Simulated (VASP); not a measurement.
# C4N (Im-3m) in VASP: a series of runs

The runs below take C4N through single point, relaxation of cell and atoms, with PBE+D3(BJ).

Everything below comes from runs of VASP 6.6.1. Logs are shortened: lines on timing, memory, paths and dates and some standing lists are left out, and cuts for length are marked.

### 1 The cell of the first run

The structure is cubic, space group Im-3m (No. 229). Conventional cell: a = 4.903 Å, b = 4.903 Å, c = 4.903 Å, α = 90.00°, β = 90.00°, γ = 90.00°. Within 2.8 Å of C (site symmetry -3m) lie 2 N at 2.12 Å and 6 C at 2.45 Å. N (site symmetry m-3m) has 8 C at 2.12 Å within 2.8 Å.

### 2 Single point, PBE+D3(BJ), collinear spin, ferromagnetic start

Input file INCAR:

```
SYSTEM = C4N
PREC = Accurate ; ENCUT = 520
EDIFF = 1E-7 ; ISMEAR = 0
SIGMA = 0.1 ; LREAL = .FALSE.
LASPH = .TRUE. ; NELM = 150
ALGO = Normal ; ISIF = 2
LWAVE = .FALSE. ; LCHARG = .FALSE.
ISPIN = 2 ; MAGMOM = 1 1 1 1 1
LORBIT = 11 ; GGA = PE
IVDW = 12 ; NBANDS = 22
```

Input file KPOINTS:

```
regular mesh
0
G
  6 6 6
  0 0 0
```

Input file POSCAR:

```
C4N
1.0
   -2.4513989900      2.4513989900      2.4513989900
    2.4513989900     -2.4513989900      2.4513989900
    2.4513989900      2.4513989900     -2.4513989900
C N
4 1
Direct
    0.0000000000      0.0000000000      0.5000000000
    0.5000000000      0.0000000000      0.0000000000
    0.5000000000      0.5000000000      0.5000000000
    0.0000000000      0.5000000000      0.0000000000
    0.0000000000      0.0000000000      0.0000000000
```

Potentials or basis: VASP PAW PBE potentials, release 64 (C, N).

The run is started by

```bash
> cat potpaw_PBE.64/C/POTCAR potpaw_PBE.64/N/POTCAR > POTCAR
> mpirun -np 1 vasp_std > vasp.out
```

OUTCAR:

```text
SYSTEM = C4N
   PREC = Accurate
   ENCUT = 520
   EDIFF = 1E-7
   ISMEAR = 0
   LREAL = .FALSE.
   LASPH = .TRUE.
   NELM = 150
   ISIF = 2
   ISPIN = 2
   LORBIT = 11
   GGA = PE
   IVDW = 12
 IVDW          = 12

 ion  position               nearest neighbor table
   1  0.000  0.000  0.500-
   2  0.500  0.000  0.000-
   3  0.500  0.500  0.500-
   4  0.000  0.500  0.000-
   5  0.000  0.000  0.000-

  LATTYP: Found a body centered cubic cell.
 ALAT       =     4.9027979800

  Lattice vectors:

 A1 = (  -2.4513989900,   2.4513989900,   2.4513989900)
 A2 = (   2.4513989900,  -2.4513989900,   2.4513989900)
 A3 = (   2.4513989900,   2.4513989900,  -2.4513989900)

Analysis of symmetry for initial positions (statically):
=====================================================================
 Subroutine PRICEL returns:
 Original cell was already a primitive cell.

 Routine SETGRP: Setting up the symmetry group for a
 body centered cubic supercell.

 Subroutine GETGRP returns: Found 48 space group operations
 (whereof 48 operations were pure point group operations)
 out of a pool of 48 trial point group operations.

The static configuration has the point symmetry O_h .

Analysis of symmetry for dynamics (positions and initial velocities):
=====================================================================
 Subroutine PRICEL returns:
 Original cell was already a primitive cell.

 Routine SETGRP: Setting up the symmetry group for a
 body centered cubic supercell.

 Subroutine GETGRP returns: Found 48 space group operations
 (whereof 48 operations were pure point group operations)
 out of a pool of 48 trial point group operations.

The dynamic configuration has the point symmetry O_h .

Analysis of structural, dynamic, and magnetic symmetry:
=====================================================================
 Subroutine PRICEL returns:
 Original cell was already a primitive cell.

 Routine SETGRP: Setting up the symmetry group for a
 body centered cubic supercell.

 Subroutine GETGRP returns: Found 48 space group operations
 (whereof 48 operations were pure point group operations)
 out of a pool of 48 trial point group operations.

The overall configuration has the point symmetry O_h .

 Subroutine INISYM returns: Found 48 space group operations
 (whereof 48 operations are pure point group operations),
 and found     1 'primitive' translations

----------------------------------------------------------------------------------------

                                     Primitive cell

  volume of cell :      58.9253

[... 119 lines left out ...]
  volume of cell :       58.93
 maximum number of plane-waves:      1638
   NGX = 15   NGY = 15   NGZ = 15

 number of electron      21.0000001 magnetization       0.0014194

 number of electron      21.0000001 magnetization      -0.0000360

 Free energy of the ion-electron system (eV)
  ---------------------------------------------------
  ext. energy  EPLUGINS =         0.00000000
  ---------------------------------------------------
  free energy    TOTEN  =       -21.78199783 eV

  energy without entropy =      -21.76182932  energy(sigma->0) =      -21.77191357

 E-fermi :   1.8413     XC(G=0): -10.1991

 val. band max:        1.8088717503   @ k =  -0.3333   0.5000   0.1667
 cond. band min:       1.9417530926   @ k =   0.3333   0.0000   0.0000
 fundamental gap:      0.1328813422
 Fermi energy:         1.8413045030

 spin component 1

 k-point     1 :       0.0000    0.0000    0.0000
  band No.  band energies     occupation
      1     -13.8937      1.00000
      2      -6.6661      1.00000
      3      -4.8904      1.00000
      4      -4.8904      1.00000
      5      -4.8904      1.00000
      6      -3.6531      1.00000
[... 389 lines left out ...]
     21      17.4179      0.00000
     22      17.4179      0.00000
 Fermi energy:         1.8413045030

 spin component 2

 k-point     1 :       0.0000    0.0000    0.0000
  band No.  band energies     occupation
      1     -13.8937      1.00000
      2      -6.6661      1.00000
      3      -4.8904      1.00000
      4      -4.8904      1.00000
      5      -4.8904      1.00000
      6      -3.6531      1.00000
[... 389 lines left out ...]
     21      17.4178      0.00000
     22      17.4178      0.00000

------------------------ aborting loop because EDIFF is reached ----------------------------------------

 Edisp (eV)   -0.95453

 E8    (eV) :    -0.2688

  FORCE on cell =-STRESS in cart. coord.  units (eV):
  Direction    XX          YY          ZZ          XY          YZ          ZX
  --------------------------------------------------------------------------------------
  -------------------------------------------------------------------------------------
  Total     -10.72158   -10.72158   -10.72158    -0.00000    -0.00000    -0.00000
  in kB    -291.51942  -291.51942  -291.51942    -0.00000    -0.00000    -0.00000
  external pressure =     -291.52 kB  Pullay stress =        0.00 kB

 VOLUME and BASIS-vectors are now :
 -----------------------------------------------------------------------------
  energy-cutoff  :      520.00
  volume of cell :       58.93
      direct lattice vectors                 reciprocal lattice vectors
    -2.451398990  2.451398990  2.451398990     0.000000000  0.203965165  0.203965165
     2.451398990 -2.451398990  2.451398990     0.203965165  0.000000000  0.203965165
     2.451398990  2.451398990 -2.451398990     0.203965165  0.203965165  0.000000000

 POSITION                                       TOTAL-FORCE (eV/Angst)
 -----------------------------------------------------------------------------------
      1.22570      1.22570     -1.22570         0.000000     -0.000000     -0.000000
     -1.22570      1.22570      1.22570         0.000000     -0.000000      0.000000
      1.22570      1.22570      1.22570        -0.000000      0.000000     -0.000000
      1.22570     -1.22570      1.22570        -0.000000      0.000000      0.000000
      0.00000      0.00000      0.00000         0.000000     -0.000000      0.000000
 -----------------------------------------------------------------------------------
    total drift:                               -0.000000     -0.000000      0.000000

  FREE ENERGIE OF THE ION-ELECTRON SYSTEM (eV)
  ---------------------------------------------------
  free  energy   TOTEN  =       -22.7365296481 eV

  energy  without entropy=      -22.7163611321  energy(sigma->0) =      -22.72644539

 total charge

# of ion       s       p       d       tot
------------------------------------------
    1        1.059   0.895   0.000   1.955
    2        1.059   0.895   0.000   1.955
    3        1.059   0.895   0.000   1.955
    4        1.059   0.895   0.000   1.955
    5        1.383   1.959   0.000   3.342
--------------------------------------------------
tot          5.621   5.541   0.000  11.161

 magnetization (x)

# of ion       s       p       d       tot
------------------------------------------
    1       -0.000  -0.000   0.000  -0.000
    2       -0.000  -0.000   0.000  -0.000
    3       -0.000  -0.000   0.000  -0.000
    4       -0.000  -0.000   0.000  -0.000
    5        0.000   0.000   0.000   0.000
--------------------------------------------------
tot         -0.000   0.000   0.000   0.000
```

OSZICAR:

```text
N       E                     dE             d eps       ncg     rms          rms(c)
DAV:   1     0.440599476573E+02    0.44060E+02   -0.96630E+03  1408   0.866E+02
DAV:   2    -0.179041635082E+02   -0.61964E+02   -0.58148E+02  1894   0.156E+02
DAV:   3    -0.208623246302E+02   -0.29582E+01   -0.28839E+01  1570   0.283E+01
DAV:   4    -0.208873643270E+02   -0.25040E-01   -0.25009E-01  1658   0.306E+00
DAV:   5    -0.208875395021E+02   -0.17518E-03   -0.17517E-03  1560   0.253E-01    0.656E+00
DAV:   6    -0.219316036032E+02   -0.10441E+01   -0.26197E+00  1572   0.683E+00    0.420E+00
DAV:   7    -0.217524738481E+02    0.17913E+00   -0.11267E+00  1492   0.399E+00    0.133E+00
DAV:   8    -0.217759920339E+02   -0.23518E-01   -0.10165E-01  1486   0.164E+00    0.493E-01
DAV:   9    -0.217806417908E+02   -0.46498E-02   -0.14900E-02  1504   0.679E-01    0.168E-01
DAV:  10    -0.217816258575E+02   -0.98407E-03   -0.15848E-03  1582   0.255E-01    0.858E-02
DAV:  11    -0.217818932516E+02   -0.26739E-03   -0.31906E-04  1516   0.114E-01    0.404E-02
DAV:  12    -0.217819887483E+02   -0.95497E-04   -0.64319E-05  1552   0.499E-02    0.137E-02
DAV:  13    -0.217819971619E+02   -0.84137E-05   -0.59593E-06  1578   0.161E-02    0.577E-03
DAV:  14    -0.217819981266E+02   -0.96471E-06   -0.22316E-06  1546   0.766E-03    0.236E-03
DAV:  15    -0.217819979199E+02    0.20670E-06   -0.67751E-07  1546   0.441E-03    0.803E-04
DAV:  16    -0.217819978325E+02    0.87479E-07   -0.86368E-08  1088   0.186E-03
   1 F= -.22736530E+02 E0= -.22726445E+02  d E =-.201685E-01  mag=     0.0000
```

stdout:

```text
POSCAR found type information on POSCAR C N
 POSCAR found :  2 types and       5 ions
 scaLAPACK will be used
 LDA part: xc-table for (Slater+PW92), standard interpolation
 POSCAR, INCAR and KPOINTS ok, starting setup
 FFT: planning ... GRIDC
 FFT: planning ... GRID_SOFT
 FFT: planning ... GRID
 WAVECAR not read
 entering main loop
```

Run time: 40 s. Hardware: 1 thread of Intel Xeon Platinum 8259CL at 2.50GHz (Skylake/Cascade Lake), shared host; peak memory 0.21 GiB.

Results:

| Item | Value |
| --- | --- |
| Free energy | -22.7365 eV |
| Pressure | -29.2 GPa |
| Net moment | 0.00 μB per cell |
| Valence electrons inside the program's atomic spheres | C 1.96; N 3.34 |
| Dispersion energy per atom | -0.191 eV |

Caveat: pairwise dispersion overbinds metals, which lowers pressure and volume.

### 3 Relaxation of cell and atoms, PBE+D3(BJ)

This run uses another cell than the first one, of 7.64 Å³/atom, 0.648 times its volume.

Input file INCAR:

```
SYSTEM = C4N
  PREC = Accurate
  ENCUT = 600
  EDIFF = 1E-6
  ISMEAR = 0
  SIGMA = 0.1
  LREAL = .False.
  LASPH = .True.
  NELM = 100
  ALGO = Normal
  ISIF = 3
  LWAVE = .False.
  LCHARG = .False.
  GGA = PE
  IVDW = 12
  IBRION = 2
  NSW = 100
  EDIFFG = -0.01
```

Input file KPOINTS:

```
Automatic mesh
0
Gamma
  12 12 12
  0 0 0
```

POSCAR: that of step 2 with these lines changed.

```diff
@@ -2,5 +2,5 @@
 1.0
-   -2.4513989900      2.4513989900      2.4513989900
-    2.4513989900     -2.4513989900      2.4513989900
-    2.4513989900      2.4513989900     -2.4513989900
+   -2.1214663994      2.1214663994      2.1214663994
+    2.1214663994     -2.1214663994      2.1214663994
+    2.1214663994      2.1214663994     -2.1214663994
 C N
```

Potentials or basis: VASP PAW PBE potentials, release 64 (C, N).

The run is started by

```bash
> cat potpaw_PBE.64/C/POTCAR potpaw_PBE.64/N/POTCAR > POTCAR
> mpirun -np 1 vasp_std > vasp.out
```

OUTCAR:

```text
SYSTEM = C4N
   PREC = Accurate
   ENCUT = 600
   EDIFF = 1E-6
   ISMEAR = 0
   LREAL = .False.
   LASPH = .True.
   NELM = 100
   ISIF = 3
   GGA = PE
   IVDW = 12
   IBRION = 2
   NSW = 100
   EDIFFG = -0.01
 IVDW          = 12

 ion  position               nearest neighbor table
   1  0.000  0.000  0.500-   5 1.84   5 1.84
   2  0.500  0.000  0.000-   5 1.84   5 1.84
   3  0.500  0.500  0.500-   5 1.84   5 1.84
   4  0.000  0.500  0.000-   5 1.84   5 1.84
   5  0.000  0.000  0.000-   1 1.84   2 1.84   3 1.84   4 1.84   1 1.84   4 1.84   2 1.84   3 1.84

  LATTYP: Found a body centered cubic cell.
 ALAT       =     4.2429327988

  Lattice vectors:

 A1 = (  -2.1214663994,   2.1214663994,   2.1214663994)
 A2 = (   2.1214663994,  -2.1214663994,   2.1214663994)
 A3 = (   2.1214663994,   2.1214663994,  -2.1214663994)

Analysis of symmetry for initial positions (statically):
=====================================================================
 Subroutine PRICEL returns:
 Original cell was already a primitive cell.

 Routine SETGRP: Setting up the symmetry group for a
 body centered cubic supercell.

 Subroutine GETGRP returns: Found 48 space group operations
 (whereof 48 operations were pure point group operations)
 out of a pool of 48 trial point group operations.

The static configuration has the point symmetry O_h .

Analysis of symmetry for dynamics (positions and initial velocities):
=====================================================================
 Subroutine PRICEL returns:
 Original cell was already a primitive cell.

 Routine SETGRP: Setting up the symmetry group for a
 body centered cubic supercell.

 Subroutine GETGRP returns: Found 48 space group operations
 (whereof 48 operations were pure point group operations)
 out of a pool of 48 trial point group operations.

The dynamic configuration has the point symmetry O_h .

 Subroutine INISYM returns: Found 48 space group operations
 (whereof 48 operations are pure point group operations),
 and found     1 'primitive' translations

----------------------------------------------------------------------------------------
[... 116 lines left out ...]
   IALGO  =     38    algorithm
   IMIX   =      4    mixing-type and parameters
     AMIX     =   0.40;   BMIX     =  1.00
     AMIX_MAG =   1.60;   BMIX_MAG =  1.00
  volume/ion in A,a.u.               =       7.64        51.55
  Fermi-wavevector in a.u.,A,eV,Ry     =   1.341195  2.534490 24.474198  1.798803
  Thomas-Fermi vector in A             =   2.469447
   LORBIT       =      0    0 simple, 1 ext, 2 COOP (PROOUT), +10 PAW based schemes
   GGA     = PE    functional components
   LHFCALC =     F    Hartree Fock is set to
   AEXX    =    0.0000 exact exchange contribution
   IVDW    =    12    specifies the selected vdW correction
   LEPSILON=     F    determine dielectric tensor
   LRPA    =     F    only Hartree local field effects (RPA)
 conjugate gradient relaxation of ions
 non-spin polarized calculation
 Gauss-broadening in eV      SIGMA  =   0.10
  energy-cutoff  :      600.00
  volume of cell :       38.19
 maximum number of plane-waves:      1292
 NGX is ok and might be reduce to    30
   NGX = 15   NGY = 15   NGZ = 15

--------------------------------------- Ionic step        1  -------------------------------------------

 number of electron      21.0000001 magnetization

 Free energy of the ion-electron system (eV)
  ---------------------------------------------------
  ext. energy  EPLUGINS =         0.00000000
  ---------------------------------------------------
  free energy    TOTEN  =       -24.56658949 eV

  energy without entropy =      -24.55677435  energy(sigma->0) =      -24.56168192

------------------------ aborting loop because EDIFF is reached ----------------------------------------

 Edisp (eV)   -0.89058

 E8    (eV) :    -0.2509
[... 77 lines left out ...]
--------------------------------------- Ionic step        3  -------------------------------------------

 number of electron      21.0000001 magnetization

 Free energy of the ion-electron system (eV)
  ---------------------------------------------------
  ext. energy  EPLUGINS =         0.00000000
  ---------------------------------------------------
  free energy    TOTEN  =       -24.57052463 eV

  energy without entropy =      -24.56077160  energy(sigma->0) =      -24.56564812

 E-fermi :   6.6400     XC(G=0): -12.2429

 val. band max:        6.6395238552   @ k =   0.2500   0.1667   0.0833
 cond. band min:       6.6777372954   @ k =   0.5000   0.5000   0.0833
 fundamental gap:      0.0382134402
 Fermi energy:         6.6399628760

 k-point     1 :       0.0000    0.0000    0.0000
  band No.  band energies     occupation
      1     -13.9879      2.00000
      2      -2.7523      2.00000
      3      -2.7523      2.00000
      4      -2.7523      2.00000
      5      -2.2492      2.00000
      6       0.2634      2.00000
      7       0.2634      2.00000
      8       0.2634      2.00000
      9       2.6840      2.00000
     10       2.6840      2.00000
     11       2.6840      2.00000
     12       9.8885      0.00000
     13       9.8885      0.00000
     14       9.8885      0.00000
[... 377 lines left out ...]
      1     -12.6107      2.00000
      2      -7.7869      2.00000
      3      -5.2209      2.00000
      4      -3.8232      2.00000
      5      -1.2961      2.00000
      6      -0.5148      2.00000
      7       4.2728      2.00000
      8       4.2855      2.00000
      9       4.9072      2.00000
     10       5.9469      2.00000
     11       6.3634      1.99991
     12       7.5240      0.00000
     13       8.3101      0.00000
     14       9.2831      0.00000

 [... further k-points ...]

------------------------ aborting loop because EDIFF is reached ----------------------------------------

 Edisp (eV)   -0.88733

 E8    (eV) :    -0.2500
[... 28 lines left out ...]
  FREE ENERGIE OF THE ION-ELECTRON SYSTEM (eV)
  ---------------------------------------------------
  free  energy   TOTEN  =       -25.4578574051 eV

  energy  without entropy=      -25.4481043687  energy(sigma->0) =      -25.45298089

 reached required accuracy - stopping structural energy minimisation
```

OSZICAR:

```text
N       E                     dE             d eps       ncg     rms          rms(c)
DAV:   1     0.621404918403E+02    0.62140E+02   -0.11636E+04  2016   0.156E+03
DAV:   2    -0.192122315314E+02   -0.81353E+02   -0.79289E+02  2522   0.245E+02
DAV:   3    -0.244204811112E+02   -0.52082E+01   -0.51040E+01  2980   0.553E+01
[... 21 lines left out ...]
DAV:   3    -0.245706982978E+02    0.68206E-03   -0.32338E-03  2858   0.453E-01    0.909E-02
DAV:   4    -0.245705303097E+02    0.16799E-03   -0.69870E-04  2028   0.205E-01    0.166E-02
DAV:   5    -0.245705264408E+02    0.38689E-05   -0.14643E-05  2910   0.331E-02    0.897E-03
DAV:   6    -0.245705249829E+02    0.14579E-05   -0.27546E-06  1470   0.142E-02    0.262E-03
DAV:   7    -0.245705246347E+02    0.34820E-06   -0.36549E-07  1092   0.575E-03
   3 F= -.25457857E+02 E0= -.25452981E+02  d E =-.683129E-03
```

CONTCAR:

```text
C4N
   1.00000000000000
    -2.1192139371765402    2.1192139371765402    2.1192139371765402
     2.1192139371765402   -2.1192139371765402    2.1192139371765402
     2.1192139371765402    2.1192139371765402   -2.1192139371765402
  C               N
     4     1
Direct
     0.0000000000000000    0.0000000000000000    0.5000000000000000
     0.5000000000000000    0.0000000000000000    0.0000000000000000
     0.5000000000000000    0.5000000000000000    0.5000000000000000
     0.0000000000000000    0.5000000000000000    0.0000000000000000
     0.0000000000000000    0.0000000000000000    0.0000000000000000

  0.00000000E+00  0.00000000E+00  0.00000000E+00
  0.00000000E+00  0.00000000E+00  0.00000000E+00
  0.00000000E+00  0.00000000E+00  0.00000000E+00
  0.00000000E+00  0.00000000E+00  0.00000000E+00
  0.00000000E+00  0.00000000E+00  0.00000000E+00
```

It took 94 s on 1 thread of Intel Xeon Platinum 8259CL at 2.50GHz (Skylake/Cascade Lake), shared host; peak memory 0.2 GiB.

What came out:

```yaml
Free_energy: -25.4579 eV
Relaxed_volume: 7.61 Å³/atom
Relaxed_cell: a = 3.671 Å, b = 3.671 Å, c = 3.671 Å, α = 109.47°, β = 109.47°, γ = 109.47°
Space_group_after_relaxing_to_0.05_Å: Im-3m (No. 229)
Energy_gained_by_relaxing: 0.1 meV/atom
Ionic_steps: 3
Pressure_after_relaxing: 0.0 GPa
Dispersion_energy_per_atom: -0.177 eV
```

Step by step:
```
step  energy change (eV)  largest force (eV/Å)  pressure (GPa)  volume (Å³)
   1              0.0000                0.0000           -1.74        38.19
   2              0.0046                0.0000            5.20        37.74
   3             -0.0007                0.0000           -0.04        38.07
```

Final structure:
```yaml
crystal:
  lattice:
    - [-2.11921, 2.11921, 2.11921]
    - [2.11921, -2.11921, 2.11921]
    - [2.11921, 2.11921, -2.11921]
  atoms:
    - { symbol: C, position: [0.00000, 0.00000, 0.50000] }
    - { symbol: C, position: [0.50000, 0.00000, 0.00000] }
    - { symbol: C, position: [0.50000, 0.50000, 0.50000] }
    - { symbol: C, position: [0.00000, 0.50000, 0.00000] }
    - { symbol: N, position: [0.00000, 0.00000, 0.00000] }
```

Caveat: pairwise dispersion overbinds metals, which lowers pressure and volume.
